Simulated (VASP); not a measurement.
Ge:

```
Ge
1.0
     3.41142   -3.69005    0.00000
     3.41142    3.69005    0.00000
     0.00000    0.00000    3.63110
Ge
4
Direct
  0.45239 0.17920 0.25000
  0.54761 0.82080 0.75000
  0.82080 0.54761 0.25000
  0.17920 0.45239 0.75000
```

- Program: VASP 6.6.1
- Task: relaxation of cell and atoms
- Functional: PBE
- Potentials or basis: VASP PAW PBE potentials, release 64 (Ge_d)
- Cutoff: 600 eV
- k mesh: 4 × 4 × 6
- Occupations: gaussian, width 0.1 eV
- Spin: no spin polarisation

At the start: pressure 0.5 GPa; volume 22.85 Å³/atom.

Q: Where does the relaxation end?

A: Over 6 steps the energy falls by 7.9 meV/atom and the volume is 22.94 Å³/atom (+0.4 %); space group Cmcm (No. 63, to 0.05 Å).

The path:
```csv
step,energy change (eV),largest force (eV/Å),pressure (GPa),volume (Å³)
1,0.0000,0.1538,0.51,91.42
2,-0.0202,0.0860,-0.22,92.37
3,-0.0255,0.0928,-0.74,93.12
4,-0.0310,0.0438,0.05,91.79
5,-0.0311,0.0446,-0.06,91.93
6,-0.0315,0.0208,0.05,91.76
```

Final structure:
```yaml
crystal:
  lattice:
    - [3.40536, -3.60732, 0.00000]
    - [3.40536, 3.60732, 0.00000]
    - [0.00000, 0.00000, 3.73489]
  atoms:
    - { symbol: Ge, position: [0.45376, 0.17553, 0.25000] }
    - { symbol: Ge, position: [0.54624, 0.82447, 0.75000] }
    - { symbol: Ge, position: [0.82447, 0.54624, 0.25000] }
    - { symbol: Ge, position: [0.17553, 0.45376, 0.75000] }
```
